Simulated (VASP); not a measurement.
# SnC3 (P-4m2) in VASP: further runs

SnC3 is run at these levels: PBEsol; tasks: single point.

Program: VASP 6.6.1. These are calculated values, not measurements. Logs are shortened: lines on timing, memory, paths and dates and some standing lists are left out, and cuts for length are marked.

**1. The cell of the first run**

Symmetry: P-4m2, No. 115, tetragonal system. Conventional cell: a = 2.979 Å, b = 2.979 Å, c = 4.644 Å, α = 90.00°, β = 90.00°, γ = 90.00°. C (site symmetry 2mm) has 2 C at 1.71 Å and 2 Sn at 2.11 Å within 2.3 Å. C (site symmetry -4m2) has 4 C at 1.71 Å within 2.3 Å. Sn (site symmetry -4m2) has 4 C at 2.11 Å within 2.8 Å.

**2. Single point, PBEsol**

Contents of INCAR:

```
ALGO = Normal
EDIFF = 1E-6
ENCUT = 520
GGA = PS
ISIF = 2
ISMEAR = 1
LASPH = T
LCHARG = T
LELF = T
LREAL = F
LVHAR = T
LWAVE = F
NBANDS = 21
NELM = 80
PREC = Accurate
SIGMA = 0.2
```

Contents of KPOINTS:

```
k-points
0
Gamma
  6 6 4
```

Contents of POSCAR:

```
SnC3
1.0
    2.9788882431      0.0000000000      0.0000000000
    0.0000000000      2.9788882431      0.0000000000
    0.0000000000      0.0000000000      4.6435166754
C Sn
3 1
Direct
    0.5000000000      0.0000000000      0.8203632750
    0.5000000000      0.5000000000      0.0000000000
    0.0000000000      0.5000000000      0.1796367250
    0.0000000000      0.0000000000      0.5000000000
```

Potentials or basis: VASP PAW PBE potentials, release 64 (C, Sn_d).

Run with:

```bash
$ cat potpaw_PBE.64/C/POTCAR potpaw_PBE.64/Sn_d/POTCAR > POTCAR
$ mpirun -np 1 vasp_std > vasp.out
```

OUTCAR:

```text
EDIFF = 1E-6
   ENCUT = 520
   GGA = PS
   ISIF = 2
   ISMEAR = 1
   LASPH = T
   LREAL = F
   NELM = 80
   PREC = Accurate

 ion  position               nearest neighbor table
   1  0.500  0.000  0.820-   2 1.71   2 1.71   4 2.11   4 2.11
   2  0.500  0.500  0.000-   1 1.71   3 1.71   1 1.71   3 1.71
   3  0.000  0.500  0.180-   2 1.71   2 1.71   4 2.11   4 2.11
   4  0.000  0.000  0.500-   1 2.11   3 2.11   3 2.11   1 2.11

  LATTYP: Found a simple tetragonal cell.
 ALAT       =     2.9788882431
 C/A-ratio  =     1.5588086214

  Lattice vectors:

 A1 = (   2.9788882431,   0.0000000000,   0.0000000000)
 A2 = (   0.0000000000,   2.9788882431,   0.0000000000)
 A3 = (   0.0000000000,   0.0000000000,   4.6435166754)

Analysis of symmetry for initial positions (statically):
=====================================================================
 Subroutine PRICEL returns:
 Original cell was already a primitive cell.

 Routine SETGRP: Setting up the symmetry group for a
 simple tetragonal supercell.

 Subroutine GETGRP returns: Found  8 space group operations
 (whereof  8 operations were pure point group operations)
 out of a pool of 16 trial point group operations.

The static configuration has the point symmetry D_2d.

Analysis of symmetry for dynamics (positions and initial velocities):
=====================================================================
 Subroutine PRICEL returns:
 Original cell was already a primitive cell.

 Routine SETGRP: Setting up the symmetry group for a
 simple tetragonal supercell.

 Subroutine GETGRP returns: Found  8 space group operations
 (whereof  8 operations were pure point group operations)
 out of a pool of 16 trial point group operations.

The dynamic configuration has the point symmetry D_2d.

 Subroutine INISYM returns: Found  8 space group operations
 (whereof  8 operations are pure point group operations),
 and found     1 'primitive' translations

----------------------------------------------------------------------------------------

                                     Primitive cell

  volume of cell :      41.2055

  direct lattice vectors                    reciprocal lattice vectors
     2.978888243  0.000000000  0.000000000     0.335695709  0.000000000  0.000000000
     0.000000000  2.978888243  0.000000000     0.000000000  0.335695709  0.000000000
     0.000000000  0.000000000  4.643516675     0.000000000  0.000000000  0.215354024

  length of vectors
     2.978888243  2.978888243  4.643516675     0.335695709  0.335695709  0.215354024

  position of ions in fractional coordinates (direct lattice)
     0.500000000  0.000000000  0.820363275
     0.500000000  0.500000000  0.000000000
     0.000000000  0.500000000  0.179636725
     0.000000000  0.000000000  0.500000000

  ion indices of the primitive-cell ions
   primitive index   ion index
                 1           1
                 2           2
                 3           3
                 4           4

----------------------------------------------------------------------------------------

 KPOINTS: k-points

Automatic generation of k-mesh.
 Grid dimensions read from file:
 generate k-points for:    6    6    4

 Generating k-lattice:

  Cartesian coordinates                     Fractional coordinates (reciprocal lattice)
     0.055949285  0.000000000  0.000000000     0.166666667  0.000000000  0.000000000
     0.000000000  0.055949285  0.000000000     0.000000000  0.166666667  0.000000000
     0.000000000  0.000000000  0.053838506     0.000000000  0.000000000  0.250000000

  Length of vectors
     0.055949285  0.055949285  0.053838506

  Shift w.r.t. Gamma in fractional coordinates (k-lattice)
     0.000000000  0.000000000  0.000000000

 Subroutine IBZKPT returns following result:
 ===========================================

 Found     30 irreducible k-points:

 Following reciprocal coordinates:
            Coordinates               Weight
  0.000000  0.000000  0.000000      1.000000
  0.166667  0.000000  0.000000      4.000000
  0.333333  0.000000  0.000000      4.000000
  0.500000  0.000000  0.000000      2.000000
  0.166667  0.166667  0.000000      4.000000
  0.333333  0.166667  0.000000      8.000000
[... 16 lines left out ...]
  0.333333  0.000000  0.500000      4.000000
  0.500000  0.000000  0.500000      2.000000
 [... further k-points ...]
   k-points           NKPTS =     30   k-points in BZ     NKDIM =     30   number of bands    NBANDS=     21
   number of dos      NEDOS =    301   number of ions     NIONS =      4
   total plane-waves  NPLWV =  20736
   dimension x,y,z NGX =    24 NGY =   24 NGZ =   36
   dimension x,y,z NGXF=    48 NGYF=   48 NGZF=   72
   ions per type =               3   1
   NGX,Y,Z   is equivalent  to a cutoff of  13.39, 13.39, 12.89 a.u.
   NGXF,Y,Z  is equivalent  to a cutoff of  26.79, 26.79, 25.78 a.u.
 SYSTEM =  unknown system
   PREC   = accura    normal or accurate (medium, high low for compatibility)
   ISTART =      0    job   : 0-new  1-cont  2-samecut
   ICHARG =      2    charge: 1-file 2-atom 10-const
   ISPIN  =      1    spin polarized calculation?
   LNONCOLLINEAR =      F non collinear calculations
   LSORBIT =      F    spin-orbit coupling
   LASPH  =      T    aspherical Exc in radial PAW
   ENCUT  =  520.0 eV  38.22 Ry    6.18 a.u.   5.54  5.54  8.63*2*pi/ulx,y,z
   NELM   =     80;   NELMIN=  2; NELMDL= -5     # of ELM steps
   EDIFF  = 0.1E-05   stopping-criterion for ELM
   LREAL  =      F    real-space projection
   EDIFFG = 0.1E-04   stopping-criterion for IOM
   NSW    =      0    number of steps for IOM
   IBRION =     -1    ionic relax: 0-MD 1-quasi-New 2-CG
   NFREE  =      0    steps in history (QN), initial steepest desc. (CG)
   ISIF   =      2    stress and relaxation
   ISYM   =      2    0-nonsym 1-usesym 2-fastsym
   POTIM  = 0.5000    time-step for ionic-motion
   TEBEG  =    0.0;   TEEND  =   0.0 temperature during run
   PSTRESS=    0.0 pullay stress
   NELECT =      26.0000    total number of electrons
   NUPDOWN=      -1.0000    fix difference up-down
   EMIN   =  10.00;   EMAX   =-10.00  energy-range for DOS
   EFERMI =   0.00;   METHOD = LEGACY
   ISMEAR =     1;   SIGMA  =   0.20  broadening in eV -4-tet -1-fermi 0-gaus
   EFERMI_NEDOS =   21; number of points for ismear=-14 and -15
   IALGO  =     38    algorithm
   IMIX   =      4    mixing-type and parameters
     AMIX     =   0.40;   BMIX     =  1.00
     AMIX_MAG =   1.60;   BMIX_MAG =  1.00
  volume/ion in A,a.u.               =      10.30        69.52
  Fermi-wavevector in a.u.,A,eV,Ry     =   1.404152  2.653463 26.825831  1.971643
  Thomas-Fermi vector in A             =   2.526742
   LORBIT       =      0    0 simple, 1 ext, 2 COOP (PROOUT), +10 PAW based schemes
   GGA     = PS    functional components
   LHFCALC =     F    Hartree Fock is set to
   AEXX    =    0.0000 exact exchange contribution
   IVDW    =     0    specifies the selected vdW correction
   LEPSILON=     F    determine dielectric tensor
   LRPA    =     F    only Hartree local field effects (RPA)
 non-spin polarized calculation
 Methfessel and Paxton  Order N= 1 SIGMA  =   0.20
  energy-cutoff  :      520.00
  volume of cell :       41.21
 maximum number of plane-waves:      1129
 NGX is ok and might be reduce to    24
   NGX = 11   NGY = 11   NGZ = 17

 number of electron      25.9999997 magnetization

 Free energy of the ion-electron system (eV)
  ---------------------------------------------------
  ext. energy  EPLUGINS =         0.00000000
  ---------------------------------------------------
  free energy    TOTEN  =       -27.37399630 eV

  energy without entropy =      -27.37596729  energy(sigma->0) =      -27.37465330

 E-fermi :  10.5382     XC(G=0): -12.1292

 val. band max:       10.3593185107   @ k =   0.0000   0.0000   0.0000
 cond. band min:      10.6789556884   @ k =   0.5000   0.0000   0.5000
 fundamental gap:      0.3196371777
 Fermi energy:        10.5382493464

 k-point     1 :       0.0000    0.0000    0.0000
  band No.  band energies     occupation
      1     -12.4124      2.00000
      2     -11.8483      2.00000
      3     -11.7468      2.00000
      4     -11.7385      2.00000
      5     -11.7385      2.00000
      6      -7.9351      2.00000
[... 13 lines left out ...]
     20      21.2937      0.00000
     21      21.3079      0.00000

 k-point     2 :       0.1667    0.0000    0.0000
  band No.  band energies     occupation
      1     -12.3319      2.00000
      2     -11.8200      2.00000
      3     -11.8021      2.00000
      4     -11.7850      2.00000
      5     -11.7329      2.00000
      6      -7.5541      2.00000
[... 13 lines left out ...]
     20      20.4442      0.00000
     21      20.8848      0.00000

 k-point     3 :       0.3333    0.0000    0.0000
  band No.  band energies     occupation
      1     -12.1978      2.00000
      2     -11.9676      2.00000
      3     -11.8603      2.00000
      4     -11.7221      2.00000
      5     -11.6919      2.00000
      6      -6.4715      2.00000
[... 13 lines left out ...]
     20      20.2900      0.00000
     21      20.5356      0.00000

 k-point     4 :       0.5000    0.0000    0.0000
  band No.  band energies     occupation
      1     -12.1395      2.00000
      2     -12.0466      2.00000
      3     -11.8974      2.00000
      4     -11.7167      2.00000
      5     -11.6201      2.00000
      6      -5.3629      2.00000
[... 13 lines left out ...]
     20      20.0716      0.00000
     21      20.6455      0.00000

 k-point     5 :       0.1667    0.1667    0.0000
  band No.  band energies     occupation
      1     -12.2397      2.00000
      2     -11.8292      2.00000
      3     -11.8084      2.00000
      4     -11.8067      2.00000
      5     -11.7732      2.00000
      6      -7.1771      2.00000
[... 13 lines left out ...]
     20      19.6838      0.00000
     21      20.8445      0.00000
[... 382 lines left out ...]
     20      18.3931      0.00000
     21      20.3033      0.00000

 k-point    22 :       0.1667    0.0000    0.5000
  band No.  band energies     occupation
      1     -12.3349      2.00000
      2     -11.8303      2.00000
      3     -11.7848      2.00000
      4     -11.7822      2.00000
      5     -11.7365      2.00000
      6      -6.8416      2.00000
[... 13 lines left out ...]
     20      19.2056      0.00000
     21      20.2222      0.00000

 k-point    23 :       0.3333    0.0000    0.5000
  band No.  band energies     occupation
      1     -12.2004      2.00000
      2     -11.9904      2.00000
      3     -11.8598      2.00000
      4     -11.7248      2.00000
      5     -11.6715      2.00000
      6      -5.8356      2.00000
[... 13 lines left out ...]
     20      19.4617      0.00000
     21      19.6250      0.00000

 k-point    24 :       0.5000    0.0000    0.5000
  band No.  band energies     occupation
      1     -12.1396      2.00000
      2     -12.0753      2.00000
      3     -11.8968      2.00000
      4     -11.7189      2.00000
      5     -11.6007      2.00000
      6      -4.9221      2.00000
[... 13 lines left out ...]
     20      19.7688      0.00000
     21      20.1403      0.00000

 [... further k-points ...]
[... 5 lines left out ...]
  --------------------------------------------------------------------------------------
  -------------------------------------------------------------------------------------
  Total       -0.7896828     -0.7896828     -0.7220544      0.0000000     -0.0000000      0.0000000
  in kB      -30.7049092    -30.7049092    -28.0753430      0.0000000     -0.0000000      0.0000000
  external PRESSURE =     -29.8283871 kB  Pullay stress =       0.0000000 kB

 VOLUME and BASIS-vectors are now :
 -----------------------------------------------------------------------------
  energy-cutoff  :      520.00
  volume of cell :       41.21
      direct lattice vectors                 reciprocal lattice vectors
     2.978888243  0.000000000  0.000000000     0.335695709  0.000000000  0.000000000
     0.000000000  2.978888243  0.000000000     0.000000000  0.335695709  0.000000000
     0.000000000  0.000000000  4.643516675     0.000000000  0.000000000  0.215354024

 POSITION                                       TOTAL-FORCE (eV/Angst)
 -----------------------------------------------------------------------------------
      1.48944      0.00000      3.80937         0.000000      0.000000      0.306601
      1.48944      1.48944      0.00000         0.000000     -0.000000      0.000000
      0.00000      1.48944      0.83415         0.000000      0.000000     -0.306601
      0.00000      0.00000      2.32176        -0.000000      0.000000      0.000000
 -----------------------------------------------------------------------------------
    total drift:                                0.000000     -0.000000      0.000000

  FREE ENERGIE OF THE ION-ELECTRON SYSTEM (eV)
  ---------------------------------------------------
  free  energy   TOTEN  =       -27.3739963045 eV

  energy  without entropy=      -27.3759672937  energy(sigma->0) =      -27.37465330
```

Wall time 9 s (1 thread of Intel Xeon 6975P-C (Granite Rapids), shared host); peak memory 0.16 GiB.

What came out:

- Free energy: -27.3740 eV
- Pressure: -3.0 GPa
- Largest force: 0.307 eV/Å
- Band gap on the k mesh: 0.32 eV, indirect (least direct gap 0.56 eV)

Forces on the atoms (eV/Å):
```
C    0.000  0.000  0.307
C    0.000  0.000  0.000
C    0.000  0.000 -0.307
Sn   0.000  0.000  0.000
```

Stress tensor (GPa, compression positive):
```
-3.07  0.00  0.00
 0.00 -3.07  0.00
 0.00  0.00 -2.81
```

Levels at points of the mesh, in eV from the valence-band top:
```csv
k point,band 9,band 10,band 11,band 12,band 13,band 14,band 15,band 16,band 17,band 18
"(0.00, 0.00, 0.00)",-6.26,-6.26,-1.63,0.00,0.00,0.56,0.97,2.64,4.74,4.74
"(0.50, 0.00, 0.00)",-7.38,-6.87,-6.52,-5.20,-0.73,1.90,3.13,4.05,6.07,7.16
"(0.50, 0.50, 0.00)",-7.94,-6.77,-5.58,-5.58,-3.66,0.58,0.58,1.96,2.21,9.23
"(0.00, 0.00, 0.50)",-5.95,-5.95,-5.59,-1.18,-1.18,0.50,1.79,4.03,4.86,6.69
"(0.50, 0.00, 0.50)",-10.35,-5.21,-3.47,-2.88,-0.55,0.32,2.32,2.78,5.82,7.20
"(0.50, 0.50, 0.50)",-7.05,-6.74,-6.74,-6.68,-6.25,3.60,3.60,4.75,5.90,6.05
```

Caveat: the PAW data sets were made with another functional, which shifts forces and pressure a little; spin-orbit coupling is left out, which moves the levels of the heavy elements.

[end of part 1 of 2]
